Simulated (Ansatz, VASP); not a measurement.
Two plane-wave programs on SiC

```xyz
2
Lattice="0.0000 2.0554 2.0554 2.0554 0.0000 2.0554 2.0554 2.0554 0.0000" Properties=species:S:1:pos:R:3 pbc="T T T"
Si    0.0000    0.0000    0.0000
C     1.0277    1.0277    1.0277
```

Alike in both runs: task single point; functional PBEsol; k mesh 18 × 18 × 18; occupations gaussian, width 0.05 eV; no spin polarisation.

```csv
,VASP,Ansatz
version,VASP 6.6.1,Ansatz 0.2.0
potentials or method,"VASP PAW PBE potentials, release 64 (Si, C), cutoff 520 eV","scalar-relativistic, plane waves, PAW"
valence electrons in the cell,8,8
```

|  | VASP | Ansatz | Ansatz less VASP |
| --- | --- | --- | --- |
| gap on the k mesh at the Fermi level (eV) | 1.06 | 1.07 | +0.012 |
| least direct gap on the mesh (eV) | 4.60 | 4.61 | +0.015 |

VASP's potentials were made for PBE, not for PBEsol. The functional is the same, so the differences come from potentials, cutoffs and numerics.
